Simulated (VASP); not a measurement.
Write the native input for VASP 6.6.1 that does the following.

| Quantity | Value |
| --- | --- |
| Task | single point |
| Functional | PBEsol |
| Potentials or basis | VASP PAW PBE potentials, release 64 (Si, C) |
| Cutoff | 520 eV |
| k mesh | 10 × 10 × 10 |
| Occupations | gaussian, width 0.05 eV |
| Spin | no spin polarisation |
| Dipole correction | no |
| Further INCAR settings | ALGO = Normal; EDIFF = 1e-06; NBANDS = 11 |

The structure of SiC lies in POSCAR:

```
SiC
1.0
    0.0000000000      2.1239298452      2.1239298452
    2.1239298452      0.0000000000      2.1239298452
    2.1239298452      2.1239298452      0.0000000000
Si C
1 1
Direct
    0.0023558652     -0.0023558652      0.0023558652
    0.7444913435      0.7555086565      0.7444913435
```

The input as run:

INCAR

```
ALGO = Normal
EDIFF = 1E-6
ENCUT = 520
GGA = PS
ISIF = 2
ISMEAR = 0
LASPH = T
LCHARG = F
LREAL = F
LWAVE = F
NBANDS = 11
NELM = 80
PREC = Accurate
SIGMA = 0.05
```

KPOINTS

```
k-points
0
Gamma
  10 10 10
```

Potentials or basis: VASP PAW PBE potentials, release 64 (Si, C).

The run is started by

```console
$ cat potpaw_PBE.64/Si/POTCAR potpaw_PBE.64/C/POTCAR > POTCAR
$ mpirun -np 1 vasp_std > vasp.out
```

Results of the run:

```yaml
Pressure: 20.1 GPa
Largest_force: 0.760 eV/Å
Band_gap_on_the_k_mesh: 1.00 eV, indirect (least direct gap 4.44 eV)
```

Caveat: the PAW data sets were made with another functional, which shifts forces and pressure a little.

It took 63 s on 1 thread of Intel Xeon 6975P-C, with other jobs on the host, peak memory 0.13 GiB.
